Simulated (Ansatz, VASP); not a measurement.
B5C in VASP and in Ansatz

Contents of INCAR:

```
PREC = Accurate
ENCUT = 520
EDIFF = 1E-6
ISMEAR = 0
SIGMA = 0.1
LREAL = F
LASPH = T
NELM = 150
ALGO = Normal
ISIF = 2
LWAVE = F
LCHARG = T
ISPIN = 2
MAGMOM = 0 0 0 0 0 1
LORBIT = 11
GGA = PE
LELF = T
LVHAR = T
NBANDS = 22
```

Contents of KPOINTS:

```
Automatic mesh
0
Gamma
  6 6 6
```

The input POSCAR:

```
B5C
1.0
    4.2071857900      0.0000000000      0.0000000000
   -2.1035928900      3.6435297700      0.0000000000
    0.0000000000      0.0000000000      3.5201252800
B C
5 1
Direct
    0.3333333300      0.6666666700      0.0000000000
    0.6666666700      0.3333333300      0.0000000000
    0.5000000000      0.0000000000      0.5000000000
    0.5000000000      0.5000000000      0.5000000000
    0.0000000000      0.5000000000      0.5000000000
    0.0000000000      0.0000000000      0.0000000000
```

Input for Ansatz:

```yaml
crystal:
  lattice:
    - [4.20718579, 0.0, 0.0]
    - [-2.10359289, 3.64352977, 0.0]
    - [0.0, 0.0, 3.52012528]
  atoms:
    - { symbol: B, position: [0.33333333, 0.66666667, 0.0] }
    - { symbol: B, position: [0.66666667, 0.33333333, 0.0] }
    - { symbol: B, position: [0.5, 0.0, 0.5] }
    - { symbol: B, position: [0.5, 0.5, 0.5] }
    - { symbol: B, position: [0.0, 0.5, 0.5] }
    - { symbol: C, position: [0.0, 0.0, 0.0], spin: 1.0 }
basis:
  ecutwfc: 420
kpoints:
  mp_grid: { grid: [6, 6, 6] }
hamiltonian:
  xc: pbe
scf:
  occupations: { method: gaussian, width: 0.1 }
  lower_state_search: "off"
output:
  forces: true
  stress: true
  eigenvalues: true
  populations: true
magnetization:
  spin_polarized: true
```

Change from the starting cell: species swapped into the SmFe5 type (P6/mmm, No. 191).

Alike in both runs: task single point; functional PBE; k mesh 6 × 6 × 6; occupations gaussian, width 0.1 eV; collinear spin.

|  | VASP | Ansatz |
| --- | --- | --- |
| version | VASP 6.6.1 | Ansatz 0.2.0 |
| potentials or method | VASP PAW PBE potentials, release 64 (B, C), cutoff 520 eV | scalar-relativistic, plane waves, PAW |
| valence electrons in the cell | 19 | 19 |

|  | VASP | Ansatz | Ansatz less VASP |
| --- | --- | --- | --- |
| gap on the k mesh at the Fermi level (eV) | none | none | - |
| net moment per atom (μB) | 0.00 | 0.00 | 0.000 |

A gap of «none» marks a metal or a gap that the smearing closes. Ansatz's warnings: seeded moment not kept.
